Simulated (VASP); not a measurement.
## WSe2: single point with PBEsol

The system is WSe2, a slab with vacuum.

```xyz
3
Lattice="3.3575 0.0000 0.0000 -1.6788 2.9077 0.0000 0.0000 0.0000 16.6611" Properties=species:S:1:pos:R:3 pbc="T T T"
W     0.0000    0.0000   -0.0172
Se    0.0000    1.9385    1.6928
Se    0.0000    1.9385   15.0084
```

* Program: VASP 6.6.1
* Task: single point
* Functional: PBEsol
* Potentials or basis: VASP PAW PBE potentials, release 64 (W_sv, Se)
* Cutoff: 520 eV
* k mesh: 9 × 9 × 2
* Occupations: gaussian, width 0.05 eV
* Spin: no spin polarisation
* Dipole correction: no
* Further INCAR settings: ALGO = Normal; EDIFF = 1e-06; NBANDS = 20

```
Largest force          : 0.980 eV/Å
Band gap on the k mesh : 1.42 eV, direct
```

Forces in eV/Å, atoms in the order of the input:
```
W    0.000  0.000  0.980
Se   0.000  0.000 -0.962
Se   0.000  0.000 -0.018
```

Levels at points of the mesh, in eV from the valence-band top:
```csv
k point,band 10,band 11,band 12,band 13,band 14,band 15,band 16,band 17
"(0.00, 0.00, 0.00)",-2.02,-1.26,-1.26,-0.19,2.77,2.77,3.06,3.06
"(0.00, 0.00, 0.50)",-2.02,-1.26,-1.26,-0.19,2.77,2.77,3.06,3.06
```

It took 110 s on 1 thread of Intel(R) Xeon(R) Platinum 8488C (Sapphire Rapids), on a shared host, peak memory 0.33 GiB.

Caveat: the PAW data sets were made with another functional, which shifts forces and pressure a little; spin-orbit coupling is left out, which moves the levels of the heavy elements.
